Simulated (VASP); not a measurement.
# NbH3 (P6_3/m) in VASP: a series of runs

The runs below take NbH3 through single point, with PBE.

Program: VASP 6.6.1. These are calculated values, not measurements. Logs are shortened: lines on timing, memory, paths and dates and some standing lists are left out, and cuts for length are marked.

### 1 The cell of the first run

The structure is hexagonal, space group P6_3/m (No. 176). Conventional cell: a = 4.972 Å, b = 4.972 Å, c = 2.910 Å, α = 90.00°, β = 90.00°, γ = 120.00°. Nb (site symmetry -6) has 9 H at 1.97 to 1.99 Å within 2.6 Å. H (site symmetry m) has 3 Nb at 1.97 to 1.99 Å and 8 H at 2.24 to 2.35 Å within 2.6 Å.

### 2 Single point, PBE

Contents of INCAR:

```
ALGO = Normal
EDIFF = 1E-6
ENCUT = 520
GGA = PE
ISIF = 2
ISMEAR = 0
LASPH = True
LCHARG = True
LELF = True
LREAL = False
LVHAR = True
LWAVE = False
NBANDS = 26
NELM = 100
PREC = Accurate
SIGMA = 0.1
```

Contents of KPOINTS:

```
k-points
0
Gamma
  6 6 6
```

Contents of POSCAR:

```
NbH3
1.0
    4.9717218248      0.0000000000      0.0000000000
   -2.4858609124      4.3056374008      0.0000000000
    0.0000000000      0.0000000000      2.9095192372
Nb H
2 6
Direct
    0.3333333333      0.6666666667      0.2500000000
    0.6666666667      0.3333333333      0.7500000000
    0.3756614573      0.2924829755      0.2500000000
    0.0831784819      0.3756614573      0.7500000000
    0.7075170245      0.0831784819      0.2500000000
    0.6243385427      0.7075170245      0.7500000000
    0.9168215181      0.6243385427      0.2500000000
    0.2924829755      0.9168215181      0.7500000000
```

Potentials or basis: VASP PAW PBE potentials, release 64 (Nb_sv, H).

On the command line:

```
$ cat potpaw_PBE.64/Nb_sv/POTCAR potpaw_PBE.64/H/POTCAR > POTCAR
$ mpirun -np 1 vasp_std > vasp.out
```

OUTCAR:

```text
EDIFF = 1E-6
   ENCUT = 520
   GGA = PE
   ISIF = 2
   ISMEAR = 0
   LASPH = True
   LREAL = False
   NELM = 100
   PREC = Accurate

 ion  position               nearest neighbor table
   1  0.333  0.667  0.250-
   2  0.667  0.333  0.750-
   3  0.376  0.292  0.250-
   4  0.083  0.376  0.750-
   5  0.708  0.083  0.250-
   6  0.624  0.708  0.750-
   7  0.917  0.624  0.250-
   8  0.292  0.917  0.750-

  LATTYP: Found a hexagonal cell.
 ALAT       =     4.9717218248
 C/A-ratio  =     0.5852136020

  Lattice vectors:

 A1 = (   4.9717218248,   0.0000000000,   0.0000000000)
 A2 = (  -2.4858609124,   4.3056374008,   0.0000000000)
 A3 = (   0.0000000000,   0.0000000000,   2.9095192372)

Analysis of symmetry for initial positions (statically):
=====================================================================
 Subroutine PRICEL returns:
 Original cell was already a primitive cell.

 Routine SETGRP: Setting up the symmetry group for a
 hexagonal supercell.

 Subroutine GETGRP returns: Found 12 space group operations
 (whereof  6 operations were pure point group operations)
 out of a pool of 24 trial point group operations.

The static configuration has the point symmetry S_6 .
 The point group associated with its full space group is C_6h.

Analysis of symmetry for dynamics (positions and initial velocities):
=====================================================================
 Subroutine PRICEL returns:
 Original cell was already a primitive cell.

 Routine SETGRP: Setting up the symmetry group for a
 hexagonal supercell.

 Subroutine GETGRP returns: Found 12 space group operations
 (whereof  6 operations were pure point group operations)
 out of a pool of 24 trial point group operations.

The dynamic configuration has the point symmetry S_6 .
 The point group associated with its full space group is C_6h.

 Subroutine INISYM returns: Found 12 space group operations
 (whereof  6 operations are pure point group operations),
 and found     1 'primitive' translations

[... 98 lines left out ...]
   ISTART =      0    job   : 0-new  1-cont  2-samecut
   ICHARG =      2    charge: 1-file 2-atom 10-const
   ISPIN  =      1    spin polarized calculation?
   LNONCOLLINEAR =      F non collinear calculations
   LSORBIT =      F    spin-orbit coupling
   LASPH  =      T    aspherical Exc in radial PAW
   ENCUT  =  520.0 eV  38.22 Ry    6.18 a.u.   9.24  9.24  5.41*2*pi/ulx,y,z
   NELM   =    100;   NELMIN=  2; NELMDL= -5     # of ELM steps
   EDIFF  = 0.1E-05   stopping-criterion for ELM
   LREAL  =      F    real-space projection
   EDIFFG = 0.1E-04   stopping-criterion for IOM
   NSW    =      0    number of steps for IOM
   IBRION =     -1    ionic relax: 0-MD 1-quasi-New 2-CG
   NFREE  =      0    steps in history (QN), initial steepest desc. (CG)
   ISIF   =      2    stress and relaxation
   ISYM   =      2    0-nonsym 1-usesym 2-fastsym
   POTIM  = 0.5000    time-step for ionic-motion
   TEBEG  =    0.0;   TEEND  =   0.0 temperature during run
   PSTRESS=    0.0 pullay stress
   NELECT =      32.0000    total number of electrons
   NUPDOWN=      -1.0000    fix difference up-down
   EMIN   =  10.00;   EMAX   =-10.00  energy-range for DOS
   EFERMI =   0.00;   METHOD = LEGACY
   ISMEAR =     0;   SIGMA  =   0.10  broadening in eV -4-tet -1-fermi 0-gaus
   EFERMI_NEDOS =   21; number of points for ismear=-14 and -15
   IALGO  =     38    algorithm
   IMIX   =      4    mixing-type and parameters
     AMIX     =   0.40;   BMIX     =  1.00
     AMIX_MAG =   1.60;   BMIX_MAG =  1.00
  volume/ion in A,a.u.               =       7.79        52.54
  Fermi-wavevector in a.u.,A,eV,Ry     =   1.311202  2.477813 23.391831  1.719251
  Thomas-Fermi vector in A             =   2.441680
   LORBIT       =      0    0 simple, 1 ext, 2 COOP (PROOUT), +10 PAW based schemes
   GGA     = PE    functional components
   LHFCALC =     F    Hartree Fock is set to
   AEXX    =    0.0000 exact exchange contribution
   IVDW    =     0    specifies the selected vdW correction
   LEPSILON=     F    determine dielectric tensor
   LRPA    =     F    only Hartree local field effects (RPA)
 non-spin polarized calculation
 Gauss-broadening in eV      SIGMA  =   0.10
  energy-cutoff  :      520.00
  volume of cell :       62.28
 maximum number of plane-waves:      1703
 NGX is ok and might be reduce to    40
   NGX = 19   NGY = 19   NGZ = 11

 number of electron      32.0000000 magnetization

 Free energy of the ion-electron system (eV)
  ---------------------------------------------------
  ext. energy  EPLUGINS =         0.00000000
  ---------------------------------------------------
  free energy    TOTEN  =       -41.49845384 eV

  energy without entropy =      -41.48537926  energy(sigma->0) =      -41.49191655

 E-fermi :   7.1229     XC(G=0): -10.8605

 val. band max:        7.0651352500   @ k =   0.1667   0.0000   0.1667
 cond. band min:       7.1915949252   @ k =   0.3333   0.0000   0.1667
 fundamental gap:      0.1264596752
 Fermi energy:         7.1228963686

 k-point     1 :       0.0000    0.0000    0.0000
  band No.  band energies     occupation
      1     -48.3982      2.00000
      2     -48.3128      2.00000
      3     -24.6653      2.00000
      4     -24.6653      2.00000
      5     -24.3087      2.00000
      6     -24.3087      2.00000
[... 685 lines left out ...]
     25      15.2166      0.00000
     26      15.2167      0.00000

 [... further k-points ...]
[... 5 lines left out ...]
  --------------------------------------------------------------------------------------
  -------------------------------------------------------------------------------------
  Total       -0.1795627     -0.1795627     -0.2201007     -0.0000000     -0.0000000      0.0000000
  in kB       -4.6191409     -4.6191409     -5.6619549     -0.0000003     -0.0000000      0.0000000
  external PRESSURE =      -4.9667455 kB  Pullay stress =       0.0000000 kB

 VOLUME and BASIS-vectors are now :
 -----------------------------------------------------------------------------
  energy-cutoff  :      520.00
  volume of cell :       62.28
      direct lattice vectors                 reciprocal lattice vectors
     4.971721825  0.000000000  0.000000000     0.201137561  0.116126825  0.000000000
    -2.485860912  4.305637401  0.000000000     0.000000000  0.232253650  0.000000000
     0.000000000  0.000000000  2.909519237     0.000000000  0.000000000  0.343699394

 POSITION                                       TOTAL-FORCE (eV/Angst)
 -----------------------------------------------------------------------------------
     -0.00000      2.87042      0.72738         0.000000      0.000000      0.000000
      2.48586      1.43521      2.18214         0.000000      0.000000      0.000000
      1.14061      1.25933      0.72738         0.002267      0.001488     -0.000000
     -0.52030      1.61746      2.18214        -0.000155      0.002707      0.000000
      3.31081      0.35814      0.72738        -0.002422      0.001219      0.000000
      1.34525      3.04631      2.18214        -0.002267     -0.001488     -0.000000
      3.00616      2.68818      0.72738         0.000155     -0.002707     -0.000000
     -0.82495      3.94750      2.18214         0.002422     -0.001219      0.000000
 -----------------------------------------------------------------------------------
    total drift:                               -0.000000      0.000000     -0.000000

  FREE ENERGIE OF THE ION-ELECTRON SYSTEM (eV)
  ---------------------------------------------------
  free  energy   TOTEN  =       -41.4984538437 eV

  energy  without entropy=      -41.4853792605  energy(sigma->0) =      -41.49191655
```

It took 38 s on 1 thread of Intel Xeon Platinum 8488C (Sapphire Rapids), shared host; peak memory 0.2 GiB.

What came out:

```yaml
Free_energy: -41.4985 eV
Pressure: -0.5 GPa
Band_gap_on_the_k_mesh: zero (band 16 reaches 8.39 eV, above the bottom of band 17 at 6.14 eV)
```

Forces in eV/Å, atoms in the order of the input:
```
Nb   0.000  0.000  0.000
Nb   0.000  0.000  0.000
H    0.002  0.001  0.000
H    0.000  0.003  0.000
H   -0.002  0.001  0.000
H   -0.002 -0.001  0.000
H    0.000 -0.003  0.000
H    0.002 -0.001  0.000
```

### 3 Single point, PBE

This run uses another cell than the first one, of 8.60 Å³/atom, 1.105 times its volume.

Contents of INCAR:

```
PREC     = Accurate       # precision mode
ENCUT    = 520            # plane-wave cutoff, eV
EDIFF    = 1E-6           # SCF threshold, eV
ISMEAR   = 0              # smearing method
SIGMA    = 0.1            # smearing width, eV
LREAL    = False          # projectors in reciprocal space
LASPH    = True           # aspherical terms in the spheres
NELM     = 60             # most SCF steps
ALGO     = Normal         # electronic algorithm
ISIF     = 2              # what is computed and relaxed
LWAVE    = False          # write WAVECAR
LCHARG   = True           # write CHGCAR
GGA      = PE             # functional
LELF     = True           # ELF
LVHAR    = True         
NBANDS   = 26             # bands
```

Contents of KPOINTS:

```
Automatic mesh
0
Gamma
  6 6 6
```

Contents of POSCAR:

```
NbH3
1.0
    5.1959187161      0.0000000000      0.0000000000
   -2.5979593580      4.4997976041      0.0000000000
    0.0000000000      0.0000000000      2.9433839587
Nb H
2 6
Direct
    0.3333333333      0.6666666667      0.2500000000
    0.6666666667      0.3333333333      0.7500000000
    0.3850600000      0.2987800000      0.2500000000
    0.0862800000      0.3850600000      0.7500000000
    0.7012200000      0.0862800000      0.2500000000
    0.6149400000      0.7012200000      0.7500000000
    0.9137200000      0.6149400000      0.2500000000
    0.2987800000      0.9137200000      0.7500000000
```

Potentials or basis: VASP PAW PBE potentials, release 64 (Nb_sv, H).

On the command line:

```
$ cat potpaw_PBE.64/Nb_sv/POTCAR potpaw_PBE.64/H/POTCAR > POTCAR
$ mpirun -np 1 vasp_std > vasp.out
```

It took 45 s on 1 thread of Intel Xeon Platinum 8488C (Sapphire Rapids), shared host; peak memory 0.2 GiB.

It converged, with:

| Property | Result |
| --- | --- |
| Free energy | -41.2917 eV |
| Pressure | -9.6 GPa |
| Largest force | 0.176 eV/Å |
| Band gap on the k mesh | zero (band 16 reaches 7.17 eV, above the bottom of band 17 at 5.13 eV) |

Forces on the atoms (eV/Å):
```
Nb   0.000  0.000  0.000
Nb   0.000  0.000  0.000
H    0.015  0.175  0.000
H   -0.144  0.100  0.000
H   -0.159 -0.075  0.000
H   -0.015 -0.175  0.000
H    0.144 -0.100  0.000
H    0.159  0.075  0.000
```

Stress tensor (GPa, compression positive):
```
-10.18   0.00   0.00
  0.00 -10.18   0.00
  0.00   0.00  -8.56
```

Levels at points of the mesh, in eV from the Fermi level:
| k point | band 13 | band 14 | band 15 | band 16 | band 17 | band 18 | band 19 | band 20 |
| --- | --- | --- | --- | --- | --- | --- | --- | --- |
| (0.00, 0.00, 0.00) | -4.47 | -4.47 | -1.83 | 0.86 | 0.86 | 1.43 | 1.43 | 2.17 |
| (0.50, 0.00, 0.00) | -4.21 | -3.90 | -1.87 | -0.80 | 0.69 | 1.02 | 1.26 | 1.84 |
| (0.00, 0.00, 0.50) | -5.62 | -5.62 | 1.05 | 1.05 | 1.05 | 1.05 | 3.52 | 3.52 |
| (0.50, 0.00, 0.50) | -4.64 | -4.64 | -0.39 | -0.39 | 0.11 | 0.11 | 2.27 | 2.27 |
